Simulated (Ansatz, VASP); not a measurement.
Given: the input of a run of Ansatz 0.2.0 on Bi.

Contents of input.yaml:

```yaml
crystal:
  lattice:
    - [-1.9814305318, 1.9814305318, 1.9814305318]
    - [1.9814305318, -1.9814305318, 1.9814305318]
    - [1.9814305318, 1.9814305318, -1.9814305318]
  atoms:
    - { symbol: Bi, position: [0.0, 0.0, 0.0] }
hamiltonian:
  xc: pbe
  pseudopotentials: { kind: paw }
  dispersion: d3bj
kpoints:
  mp_grid: { grid: [9, 9, 9] }
scf:
  occupations: { method: fermi_dirac, width: 0.05 }
output:
  forces: true
  stress: true
relax:
  f_tol: 0.01
  max_steps: 40
  cell: { stress_tol: 0.05 }
```

Potentials or basis: Ansatz PAW.

The run is started by

```sh
$ ansatz run input.yaml --threads 2 --pin off --max-ram 5632MiB --backend cpu --events-out ev --progress --plain --runs-dir out
```

**Question.** Set up the same calculation for VASP 6.6.1. Potentials there: VASP PAW PBE potentials, release 64 (Bi_d).

**Answer.** As run (the cutoff follows the program's own potentials):

INCAR

```
PREC = Accurate
ENCUT = 600
EDIFF = 1E-6
ISMEAR = -1
SIGMA = 0.05
LREAL = F
LASPH = T
NELM = 60
ALGO = Normal
ISIF = 3
LWAVE = F
LCHARG = F
GGA = PE
IVDW = 12
IBRION = 2
NSW = 60
EDIFFG = -0.01
```

The input KPOINTS:

```
regular mesh
0
Gamma
  9 9 9
```

Contents of POSCAR:

```
Bi
1.0
   -1.9814305318      1.9814305318      1.9814305318
    1.9814305318     -1.9814305318      1.9814305318
    1.9814305318      1.9814305318     -1.9814305318
Bi
1
Direct
    0.0000000000      0.0000000000      0.0000000000
```

Potentials or basis: VASP PAW PBE potentials, release 64 (Bi_d).

The run is started by

```console
$ cat potpaw_PBE.64/Bi_d/POTCAR > POTCAR
$ mpirun -np 1 vasp_std > vasp.out
```

Both were run:

|  | VASP | Ansatz | Ansatz less VASP |
| --- | --- | --- | --- |
| relaxed volume (Å³/atom) | 30.17 | 30.18 | +0.012 |
| relaxed cell length with the largest relative difference (Å) | 3.397 | 3.397 | +0.0005 |

Neither program's run includes spin-orbit coupling. Noted on Ansatz's run: the plane-wave basis is chosen anew once the cell has moved, so the energies of steps on either side of that aren't comparable.
